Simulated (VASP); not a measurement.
# Ti (P6_3/mmc) in VASP: further runs

Ti is run at these levels: PBEsol; tasks: single point.

All numbers are computed with VASP 6.6.1; they aren't measurements. Logs are shortened: lines on timing, memory, paths and dates and some standing lists are left out, and cuts for length are marked.

## 1. The cell of the first run

Symmetry: P6_3/mmc, No. 194, hexagonal system. The conventional cell has a = 2.900 Å, b = 2.900 Å, c = 4.591 Å, α = 90.00°, β = 90.00°, γ = 120.00°. Within 3.7 Å of Ti (site symmetry -6m2) lie 12 Ti at 2.84 to 2.90 Å.

## 2. Single point, PBEsol

Contents of INCAR:

```
PREC = Accurate
ENCUT = 520
EDIFF = 1E-6
ISMEAR = 0
SIGMA = 0.1
LREAL = False
LASPH = True
NELM = 80
ALGO = Fast
ISIF = 2
LWAVE = False
LCHARG = False
GGA = PS
NBANDS = 19
ISYM = 0
```

Contents of KPOINTS:

```
Automatic mesh
0
Gamma
  12 8 14
```

Contents of POSCAR:

```
Ti
1.0
    2.9004352002      0.0000000000      0.0000000000
    0.0000000000      4.5909904468      0.0000000000
    1.4502176001      0.0000000000      2.5118505654
Ti
2
Direct
    0.3333333333      0.7500000000      0.3333333333
    0.6666666667      0.2500000000      0.6666666667
```

Potentials or basis: VASP PAW PBE potentials, release 64 (Ti_sv).

The run is started by

```sh
$ cat potpaw_PBE.64/Ti_sv/POTCAR > POTCAR
$ mpirun -np 1 vasp_std > vasp.out
```

OUTCAR:

```text
PREC = Accurate
   ENCUT = 520
   EDIFF = 1E-6
   ISMEAR = 0
   LREAL = False
   LASPH = True
   NELM = 80
   ISIF = 2
   GGA = PS
   ISYM = 0

 ion  position               nearest neighbor table
   1  0.333  0.750  0.333-   2 2.84   2 2.84   2 2.84   2 2.84   2 2.84   2 2.84
   2  0.667  0.250  0.667-   1 2.84   1 2.84   1 2.84   1 2.84   1 2.84   1 2.84

IMPORTANT INFORMATION: All symmetrisations will be switched off!
NOSYMM: (Re-)initialisation of all symmetry stuff for point group C_1.

----------------------------------------------------------------------------------------

                                     Primitive cell

  volume of cell :      33.4475

  direct lattice vectors                    reciprocal lattice vectors
     2.900435200  0.000000000  0.000000000     0.344775846  0.000000000 -0.199056428
     0.000000000  4.590990447  0.000000000     0.000000000  0.217817922  0.000000000
     1.450217600  0.000000000  2.511850565     0.000000000  0.000000000  0.398112855

  length of vectors
     2.900435200  4.590990447  2.900435200     0.398112855  0.217817922  0.398112855

  position of ions in fractional coordinates (direct lattice)
     0.333333333  0.750000000  0.333333333
     0.666666667  0.250000000  0.666666667

  ion indices of the primitive-cell ions
   primitive index   ion index
                 1           1
                 2           2

----------------------------------------------------------------------------------------

 KPOINTS: Automatic mesh

Automatic generation of k-mesh.
 Grid dimensions read from file:
 generate k-points for:   12    8   14

 Generating k-lattice:

  Cartesian coordinates                     Fractional coordinates (reciprocal lattice)
     0.028731321  0.000000000 -0.016588036     0.083333333  0.000000000  0.000000000
     0.000000000  0.027227240  0.000000000     0.000000000  0.125000000  0.000000000
     0.000000000  0.000000000  0.028436633     0.000000000  0.000000000  0.071428571

  Length of vectors
     0.033176071  0.027227240  0.028436633

  Shift w.r.t. Gamma in fractional coordinates (k-lattice)
     0.000000000  0.000000000  0.000000000

 -----------------------------------------------------------------------------
|                                                                             |
|           W    W    AA    RRRRR   N    N  II  N    N   GGGG   !!!           |
|           W    W   A  A   R    R  NN   N  II  NN   N  G    G  !!!           |
|           W    W  A    A  R    R  N N  N  II  N N  N  G       !!!           |
|           W WW W  AAAAAA  RRRRR   N  N N  II  N  N N  G  GGG   !            |
|           WW  WW  A    A  R   R   N   NN  II  N   NN  G    G                |
|           W    W  A    A  R    R  N    N  II  N    N   GGGG   !!!           |
[... 69 lines left out ...]
   NFREE  =      0    steps in history (QN), initial steepest desc. (CG)
   ISIF   =      2    stress and relaxation
   ISYM   =      0    0-nonsym 1-usesym 2-fastsym
   POTIM  = 0.5000    time-step for ionic-motion
   TEBEG  =    0.0;   TEEND  =   0.0 temperature during run
   PSTRESS=    0.0 pullay stress
   NELECT =      24.0000    total number of electrons
   NUPDOWN=      -1.0000    fix difference up-down
   EMIN   =  10.00;   EMAX   =-10.00  energy-range for DOS
   EFERMI =   0.00;   METHOD = LEGACY
   ISMEAR =     0;   SIGMA  =   0.10  broadening in eV -4-tet -1-fermi 0-gaus
   EFERMI_NEDOS =   21; number of points for ismear=-14 and -15
   IALGO  =     68    algorithm
   IMIX   =      4    mixing-type and parameters
     AMIX     =   0.40;   BMIX     =  1.00
     AMIX_MAG =   1.60;   BMIX_MAG =  1.00
  volume/ion in A,a.u.               =      16.72       112.86
  Fermi-wavevector in a.u.,A,eV,Ry     =   1.465629  2.769638 29.226255  2.148069
  Thomas-Fermi vector in A             =   2.581463
   LORBIT       =      0    0 simple, 1 ext, 2 COOP (PROOUT), +10 PAW based schemes
   GGA     = PS    functional components
   LHFCALC =     F    Hartree Fock is set to
   AEXX    =    0.0000 exact exchange contribution
   IVDW    =     0    specifies the selected vdW correction
   LEPSILON=     F    determine dielectric tensor
   LRPA    =     F    only Hartree local field effects (RPA)
 non-spin polarized calculation
 RMM-DIIS sequential band-by-band and
 Gauss-broadening in eV      SIGMA  =   0.10
  energy-cutoff  :      520.00
  volume of cell :       33.45
 maximum number of plane-waves:       929
 NGX is ok and might be reduce to    24
   NGX = 11   NGY = 17   NGZ = 11

 number of electron      23.9999999 magnetization

 Free energy of the ion-electron system (eV)
  ---------------------------------------------------
  ext. energy  EPLUGINS =         0.00000000
  ---------------------------------------------------
  free energy    TOTEN  =       -16.68386833 eV

  energy without entropy =      -16.67474123  energy(sigma->0) =      -16.67930478

 E-fermi :   8.6232     XC(G=0): -11.8176

 val. band max:        8.6201129543   @ k =  -0.4167   0.3750   0.2857
 cond. band min:       8.6278223985   @ k =  -0.2500   0.3750   0.3571
 fundamental gap:      0.0077094442
 Fermi energy:         8.6232034488

 k-point     1 :       0.0000    0.0000    0.0000
  band No.  band energies     occupation
      1     -47.9562      2.00000
      2     -47.7933      2.00000
      3     -24.6950      2.00000
      4     -23.9628      2.00000
      5     -23.9623      2.00000
      6     -23.8824      2.00000
[... 505 lines left out ...]
      6     -24.0612      2.00000
[... 11 lines left out ...]
     18      11.4830      0.00000
     19      12.1353      0.00000

 [... further k-points ...]

------------------------ aborting loop because EDIFF is reached ----------------------------------------

  FORCE on cell =-STRESS in cart. coord.  units (eV):
  Direction    XX          YY          ZZ          XY          YZ          ZX
  --------------------------------------------------------------------------------------
  -------------------------------------------------------------------------------------
  Total       -0.0596344     -0.0356716     -0.0539980     -0.0000833      0.0000515      0.0037130
  in kB       -2.8565671     -1.7087167     -2.5865744     -0.0039924      0.0024651      0.1778581
  external PRESSURE =      -2.3839527 kB  Pullay stress =       0.0000000 kB

 VOLUME and BASIS-vectors are now :
 -----------------------------------------------------------------------------
  energy-cutoff  :      520.00
  volume of cell :       33.45
      direct lattice vectors                 reciprocal lattice vectors
     2.900435200  0.000000000  0.000000000     0.344775846  0.000000000 -0.199056428
     0.000000000  4.590990447  0.000000000     0.000000000  0.217817922  0.000000000
     1.450217600  0.000000000  2.511850565     0.000000000  0.000000000  0.398112855

 POSITION                                       TOTAL-FORCE (eV/Angst)
 -----------------------------------------------------------------------------------
      1.45022      3.44324      0.83728         0.002652      0.000009     -0.001505
      2.90044      1.14775      1.67457        -0.002652     -0.000009      0.001505
 -----------------------------------------------------------------------------------
    total drift:                                0.000008     -0.000010     -0.000014

  FREE ENERGIE OF THE ION-ELECTRON SYSTEM (eV)
  ---------------------------------------------------
  free  energy   TOTEN  =       -16.6838683281 eV

  energy  without entropy=      -16.6747412286  energy(sigma->0) =      -16.67930478
```

stdout:

```text
POSCAR found type information on POSCAR Ti
 POSCAR found :  1 types and       2 ions
 scaLAPACK will be used
 -----------------------------------------------------------------------------
|                                                                             |
|                                                                             |
|     You enforced a specific xc type in the INCAR file but a different       |
[... 58 lines left out ...]
WARNING in EDDRMM: call to ZHEGV failed, returncode =   6  3      7
WARNING in EDDRMM: call to ZHEGV failed, returncode =   8  4      4
WARNING in EDDRMM: call to ZHEGV failed, returncode =   8  4     16
WARNING in EDDRMM: call to ZHEGV failed, returncode =   8  4      6
WARNING in EDDRMM: call to ZHEGV failed, returncode =   8  4      5
WARNING in EDDRMM: call to ZHEGV failed, returncode =   8  4      4
WARNING in EDDRMM: call to ZHEGV failed, returncode =   6  3     16
```

Run time: 26 min. Hardware: 1 thread of AMD EPYC 7R13 (Zen 3), shared host; peak memory 0.41 GiB.

Results:

```yaml
Free_energy: -16.6839 eV
Pressure: -0.2 GPa
Largest_force: 0.003 eV/Å
Band_gap_on_the_k_mesh: zero (band 12 reaches 9.40 eV, above the bottom of band 13 at 8.37 eV)
```

Forces in eV/Å, atoms in the order of the input:
```
Ti   0.003  0.000 -0.002
Ti  -0.003  0.000  0.002
```

Stress tensor (GPa, compression positive):
```
-0.29  0.00  0.02
 0.00 -0.17  0.00
 0.02  0.00 -0.26
```

Caveat: the PAW data sets were made with another functional, which shifts forces and pressure a little.

## 3. Single point, PBEsol

Contents of INCAR:

```
  PREC = Accurate
  ENCUT = 520
  EDIFF = 1E-6
  ISMEAR = 0
  SIGMA = 0.15
  LREAL = F
  LASPH = T
  NELM = 100
  ALGO = Fast
  ISIF = 2
  LWAVE = F
  LCHARG = F
  GGA = PS
  NBANDS = 19
```

Contents of KPOINTS:

```
Automatic mesh
0
Gamma
  24 24 14
```

Contents of POSCAR:

```
Ti
1.0
    2.9004352004      0.0000000000      0.0000000000
   -1.4502176002      2.5118505656      0.0000000000
    0.0000000000      0.0000000000      4.5909904469
Ti
2
Direct
    0.3333333333      0.6666666667      0.2500000000
    0.6666666667      0.3333333333      0.7500000000
```

Potentials or basis: VASP PAW PBE potentials, release 64 (Ti_sv).

The run is started by

```sh
$ cat potpaw_PBE.64/Ti_sv/POTCAR > POTCAR
$ mpirun -np 1 vasp_std > vasp.out
```

Wall time 9.4 min (1 thread of Intel Xeon Platinum 8259CL at 2.50GHz (Skylake/Cascade Lake), shared host); peak memory 0.36 GiB.

Results (log left out):

- Free energy: -16.6901 eV
- Pressure: -0.3 GPa
- Band gap on the k mesh: zero (band 12 reaches 9.41 eV, above the bottom of band 13 at 8.25 eV)

Levels at points of the mesh, in eV from the Fermi level:
```tsv
k point	band 9	band 10	band 11	band 12	band 13	band 14	band 15	band 16
(0.00, 0.00, 0.00)	-6.30	-2.79	0.79	0.79	0.90	0.93	1.32	1.32
(0.50, 0.00, 0.00)	-2.40	-2.28	-1.95	-0.58	0.47	0.66	1.24	3.52
(0.00, 0.00, 0.50)	-4.39	-4.39	0.09	0.09	0.69	0.69	0.69	0.69
(0.50, 0.00, 0.50)	-2.65	-2.65	-0.86	-0.86	1.44	1.44	1.80	1.80
```

Caveat: the PAW data sets were made with another functional, which shifts forces and pressure a little.

## 4. Single point, PBEsol

Contents of INCAR:

```
SYSTEM = Ti
PREC = Accurate
ENCUT = 520
EDIFF = 1E-6
ISMEAR = 0
SIGMA = 0.15
LREAL = .False.
LASPH = .True.
NELM = 60
ALGO = Fast
ISIF = 2
LWAVE = .False.
LCHARG = .False.
GGA = PS
NBANDS = 19
```

Contents of KPOINTS:

```
Automatic mesh
0
Gamma
  24 24 14
  0 0 0
```

POSCAR is that of step 3.

The run is started by

```sh
$ cat potpaw_PBE.64/Ti_sv/POTCAR > POTCAR
$ mpirun -np 1 vasp_std > vasp.out
```

Run time: 9.6 min. Hardware: 1 thread of Intel Xeon Platinum 8259CL at 2.50GHz (Skylake/Cascade Lake), shared host; peak memory 0.36 GiB.

Results (log left out):

| Property | Result |
| --- | --- |
| Free energy | -16.6901 eV |
| Pressure | -0.3 GPa |
| Band gap on the k mesh | zero (band 12 reaches 9.41 eV, above the bottom of band 13 at 8.25 eV) |

Levels at points of the mesh, in eV from the Fermi level:
| k point | band 8 | band 9 | band 10 | band 11 | band 12 | band 13 | band 14 | band 15 | band 16 | band 17 |
| --- | --- | --- | --- | --- | --- | --- | --- | --- | --- | --- |
| (0.00, 0.00, 0.00) | -32.46 | -6.30 | -2.79 | 0.79 | 0.79 | 0.90 | 0.93 | 1.32 | 1.32 | 1.68 |
| (0.50, 0.00, 0.00) | -32.54 | -2.40 | -2.28 | -1.95 | -0.58 | 0.47 | 0.66 | 1.24 | 3.52 | 3.76 |
| (0.00, 0.00, 0.50) | -32.51 | -4.39 | -4.39 | 0.09 | 0.09 | 0.69 | 0.69 | 0.69 | 0.69 | 2.94 |
| (0.50, 0.00, 0.50) | -32.64 | -2.65 | -2.65 | -0.86 | -0.86 | 1.44 | 1.44 | 1.80 | 1.80 | 3.66 |

Caveat: the PAW data sets were made with another functional, which shifts forces and pressure a little.

## 5. Single point, PBEsol

Contents of INCAR:

```
ALGO = Fast ; EDIFF = 1E-6
ENCUT = 520 ; GGA = PS
ISIF = 2 ; ISMEAR = 0
LASPH = True ; LCHARG = True
LELF = True ; LREAL = False
LVHAR = True ; LWAVE = False
NBANDS = 19 ; NELM = 100
PREC = Accurate ; SIGMA = 0.1
```

Contents of KPOINTS:

```
k-points
0
Gamma
  24 24 12
```

Contents of POSCAR:

```
Ti
1.0
    2.9004352003      0.0000000000      0.0000000000
   -1.4502176002      2.5118505655      0.0000000000
    0.0000000000      0.0000000000      4.5909904466
Ti
2
Direct
    0.3333333333      0.6666666667      0.2500000000
    0.6666666667      0.3333333333      0.7500000000
```

The run is started by

```sh
$ cat potpaw_PBE.64/Ti_sv/POTCAR > POTCAR
$ mpirun -np 1 vasp_std > vasp.out
```

Run time: 4.4 min. Hardware: 1 thread of Intel Xeon 6975P-C (Granite Rapids), shared host; peak memory 0.33 GiB.

Results (log left out):

| Property | Result |
| --- | --- |
| Free energy | -16.6840 eV |
| Pressure | -0.5 GPa |
| Band gap on the k mesh | zero (band 12 reaches 9.40 eV, above the bottom of band 13 at 8.25 eV) |

Levels at points of the mesh, in eV from the Fermi level:
```tsv
k point	band 8	band 9	band 10	band 11	band 12	band 13	band 14	band 15	band 16	band 17
(0.00, 0.00, 0.00)	-32.47	-6.31	-2.80	0.78	0.78	0.89	0.92	1.31	1.31	1.67
(0.50, 0.00, 0.00)	-32.55	-2.41	-2.28	-1.96	-0.59	0.46	0.65	1.23	3.51	3.75
(0.00, 0.00, 0.50)	-32.52	-4.39	-4.39	0.08	0.08	0.68	0.68	0.68	0.68	2.93
(0.50, 0.00, 0.50)	-32.65	-2.66	-2.66	-0.87	-0.87	1.43	1.43	1.79	1.79	3.66
```

Caveat: the PAW data sets were made with another functional, which shifts forces and pressure a little.

## 6. Summary

```tsv
cell	k mesh	smearing	gap on the mesh (eV)	pressure (GPa)
a = 2.900, b = 4.591 Å, angles 90.0, 60.0, 90.0°, 2 atoms	12 × 8 × 14	gaussian 0.1 eV	none	-0.2
a = 2.900, b = 2.900, c = 4.591 Å, angles 90.0, 90.0, 120.0°, 2 atoms	24 × 24 × 14	gaussian 0.15 eV	none	-0.3
a = 2.900, b = 2.900, c = 4.591 Å, angles 90.0, 90.0, 120.0°, 2 atoms	24 × 24 × 12	gaussian 0.1 eV	none	-0.5
```

Alike in all rows: task single point; level PBEsol; potentials or basis VASP PAW PBE potentials, release 64 (Ti_sv); no spin polarisation; cutoff (eV) 520.

Caveats: the PAW data sets were made with another functional, which shifts forces and pressure a little.

Total energies depend on the potentials used, so only differences within one code and one set of settings carry meaning.
